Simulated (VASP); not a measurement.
A run of VASP 6.6.1:

Contents of INCAR:

```
SYSTEM = Ti
PREC = Accurate
ENCUT = 520
EDIFF = 1E-7
ISMEAR = 0
SIGMA = 0.15
LREAL = .FALSE.
LASPH = .TRUE.
NELM = 80
ALGO = Normal
ISIF = 2
LWAVE = .FALSE.
LCHARG = .TRUE.
GGA = PS
LELF = .TRUE.
LVHAR = .TRUE.
NBANDS = 12
```

Contents of KPOINTS:

```
Automatic mesh
0
G
  20 20 20
  0 0 0
```

POSCAR

```
Ti
1.0
   -1.6410000000      1.6410000000      1.5753600000
    1.6410000000     -1.6410000000      1.5753600000
    1.6410000000      1.6410000000     -1.5753600000
Ti
1
Direct
    0.0000000000      0.0000000000      0.0000000000
```

Potentials or basis: VASP PAW PBE potentials, release 64 (Ti_sv).

Command:

```sh
$ cat potpaw_PBE.64/Ti_sv/POTCAR > POTCAR
$ mpirun -np 1 vasp_std > vasp.out
```

Hardware: 1 thread of Intel Xeon 8259CL, with other jobs on the host.

Task: Estimate the wall time of this run.

Result: Wall time 3 min on 1 thread of Intel Xeon 8259CL, on a shared host, peak memory 0.25 GiB. Counts: scf iterations 15, k points 641.
